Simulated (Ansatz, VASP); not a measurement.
**InSb3: VASP beside Ansatz**

Contents of INCAR:

```
PREC = Accurate
ENCUT = 520
EDIFF = 1E-7
ISMEAR = 0
SIGMA = 0.1
LREAL = False
LASPH = True
NELM = 60
ALGO = Normal
ISIF = 2
LWAVE = False
LCHARG = False
GGA = PE
NBANDS = 22
```

File KPOINTS:

```
Automatic mesh
0
Gamma
  10 10 10
```

The input POSCAR:

```
InSb3
1.0
    0.0000000000      3.8674863471      3.8674863471
    3.8674863471      0.0000000000      3.8674863471
    3.8674863471      3.8674863471      0.0000000000
In Sb
1 3
Direct
    0.0000000000      0.0000000000      0.0000000000
    0.2500000000      0.2500000000      0.2500000000
    0.7500000000      0.7500000000      0.7500000000
    0.5000000000      0.5000000000      0.5000000000
```

Input for Ansatz:

```yaml
crystal:
  lattice:
    - [0.0, 3.8674863471, 3.8674863471]
    - [3.8674863471, 0.0, 3.8674863471]
    - [3.8674863471, 3.8674863471, 0.0]
  atoms:
    - { symbol: In, position: [0.0, 0.0, 0.0] }
    - { symbol: Sb, position: [0.25, 0.25, 0.25] }
    - { symbol: Sb, position: [0.75, 0.75, 0.75] }
    - { symbol: Sb, position: [0.5, 0.5, 0.5] }
basis:
  ecutwfc: 420
kpoints:
  mp_grid: { grid: [10, 10, 10] }
hamiltonian:
  xc: pbe
scf:
  occupations: { method: gaussian, width: 0.1 }
output:
  forces: true
  stress: true
  eigenvalues: true
  populations: true
```

Alike in both runs: task single point; functional PBE; k mesh 10 × 10 × 10; occupations gaussian, width 0.1 eV; no spin polarisation.

|  | VASP | Ansatz |
| --- | --- | --- |
| version | VASP 6.6.1 | Ansatz 0.2.0 |
| potentials or method | VASP PAW PBE potentials, release 64 (In_d, Sb), cutoff 520 eV | scalar-relativistic, plane waves, PAW |
| valence electrons in the cell | 28 | 58 |

|  | VASP | Ansatz | Ansatz less VASP |
| --- | --- | --- | --- |
| gap on the k mesh at the Fermi level (eV) | none | none | - |
| pressure (GPa) | -2.8 | -2.7 | +0.09 |

A gap of «none» marks a metal or a gap that the smearing closes. With one functional, cell and mesh, what is left measures potentials, basis and numerics. VASP's potentials hold 28 valence electrons a cell and Ansatz's 58, so a difference there can come from the potentials and not from the codes.

Spin-orbit coupling is off throughout.
